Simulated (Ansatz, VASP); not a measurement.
One calculation of C3O, two programs

```xyz
4
Lattice="1.1591 -3.1444 0.0000 1.1591 3.1444 0.0000 0.0000 0.0000 4.7350" Properties=species:S:1:pos:R:3 pbc="T T T"
C     1.1591    0.0000    3.3700
C     0.0000    0.0000    2.3675
C     1.1591    0.0000    1.3649
O     0.0000    0.0000    0.0000
```

Change from the starting cell: species swapped into the AlV3 type (Cmmm, No. 65).

Alike in both runs: functional PBE; dispersion D3(BJ); k mesh 8 × 8 × 2; occupations gaussian, width 0.1 eV; collinear spin.

Ansatz relaxed the structure, and its values are those at the end. VASP's run is a single point on that final structure, the one shown.

|  | VASP | Ansatz |
| --- | --- | --- |
| version | VASP 6.6.1 | Ansatz 0.2.0 |
| potentials or method | VASP PAW PBE potentials, release 64 (C, O), cutoff 520 eV | scalar-relativistic, plane waves, PAW |
| valence electrons in the cell | 18 | 18 |

Ansatz gave:

| Item | Value |
| --- | --- |
| gap on the k mesh at the Fermi level (eV) | none |
| pressure (GPa) | 0.1 |
| rms of the force components (eV/Å) | 0.003 |
| net moment per atom (μB) | 0.00 |

Problem. Estimate VASP's values.

Solution. gap on the k mesh at the Fermi level (eV): none; pressure (GPa): 0.3; rms of the force components (eV/Å): 0.014; net moment per atom (μB): 0.00.

A gap of «none» marks a metal or a gap that the smearing closes. Ansatz's warnings: dispersion switch in reach, filled band counts differ across k points, seeded moment not kept.

The k mesh is coarse, so the values compare programs but aren't converged.
